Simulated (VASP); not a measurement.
Wanted: the native input for a VASP 6.6.1 run.

```yaml
Task: single point
Functional: PBE
Potentials_or_basis: VASP PAW PBE potentials, release 64 (Ba_sv)
Cutoff: 520 eV
k_mesh: 18 × 18 × 18
Occupations: gaussian, width 0.15 eV
Spin: no spin polarisation
Dipole_correction: no
Further_INCAR_settings: ALGO = Fast; EDIFF = 1e-06; NBANDS = 11
```

The structure of Ba lies in POSCAR:

```
Ba
1.0
   -2.5602931500      2.5100913235      2.5602931500
    2.4598894970     -2.5100913235      2.4598894970
    2.5602931500      2.5100913235     -2.5602931500
Ba
1
Direct
    0.0000000000      0.0000000000      0.0000000000
```

This cell differs from its parent crystal: strain -0.0400 x Voigt [0, 0, 0, 0, 1, 0].

One way to write it, as run:

INCAR

```
SYSTEM = Ba
PREC = Accurate
ENCUT = 520
EDIFF = 1E-6
ISMEAR = 0
SIGMA = 0.15
LREAL = .False.
LASPH = .True.
NELM = 100
ALGO = Fast
ISIF = 2
LWAVE = .False.
LCHARG = .False.
GGA = PE
NBANDS = 11
```

KPOINTS

```
regular mesh
0
Gamma
  18 18 18
  0 0 0
```

Potentials or basis: VASP PAW PBE potentials, release 64 (Ba_sv).

Run with:

```sh
$ cat potpaw_PBE.64/Ba_sv/POTCAR > POTCAR
$ mpirun -np 1 vasp_std > vasp.out
```

Results of the run:

```yaml
Pressure: 0.1 GPa
Band_gap_on_the_k_mesh: zero (bands 5 and 6 overlap by 0.98 eV)
```

Caveat: the cell differs from its parent crystal (strain -0.0400 x Voigt [0, 0, 0, 0, 1, 0]); spin-orbit coupling is left out, which moves the levels of the heavy elements.

Wall time 3.1 min on 1 thread of Intel(R) Xeon(R) 6975P-C (Granite Rapids) (shared host), peak memory 0.68 GiB.
